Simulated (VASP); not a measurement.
Crystal: Ag.

```
CELL_PARAMETERS angstrom
-1.62186 1.62186 1.62186
1.62186 -1.62186 1.62186
1.62186 1.62186 -1.62186
ATOMIC_POSITIONS crystal
Ag 0.00000 0.00000 0.00000
```

Base run:

- Program: VASP 6.6.1
- Functional: r2SCAN
- Potentials or basis: VASP PAW PBE potentials, release 64 (Ag)
- Cutoff: 520 eV
- k mesh: 11 × 11 × 11
- Occupations: fermi-dirac, width 0.05 eV
- Spin: no spin polarisation

Its results: pressure 2.4 GPa.

Problem. The run is repeated on the same cell with these changes: functional from r2SCAN to PBEsol; further incar settings from ALGO = Normal; EDIFF = 1e-06; NBANDS = 12 to ALGO = Fast; EDIFF = 1e-06; NBANDS = 12. What comes out?

Solution. Pressure -1.9 GPa.

Caveats: the PAW data sets were made with another functional, which shifts forces and pressure a little.
